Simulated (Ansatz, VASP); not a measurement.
## Na in VASP and in Ansatz

```xyz
2
Lattice="0.0000 3.9350 3.9350 3.9350 0.0000 3.9350 3.9350 3.9350 0.0000" Properties=species:S:1:pos:R:3 pbc="T T T"
Na    0.9837    0.9837    0.9837
Na    6.8862    6.8862    6.8862
```

Alike in both runs: task single point; functional RPBE; k mesh 8 × 8 × 8; occupations fermi-dirac, width 0.1 eV; no spin polarisation.

```csv
,VASP,Ansatz
version,VASP 6.6.1,Ansatz 0.2.0
potentials or method,"VASP PAW PBE potentials, release 64 (Na_pv), cutoff 500 eV","plane waves (420 eV) with PAW, scalar-relativistic"
valence electrons in the cell,14,18
```

```tsv
	VASP	Ansatz	Ansatz less VASP
pressure (GPa)	-0.1	-0.1	+0.02
```

VASP's potentials were made for PBE, not for RPBE. VASP's potentials hold 14 valence electrons a cell and Ansatz's 18, so a difference there can come from the potentials and not from the codes.
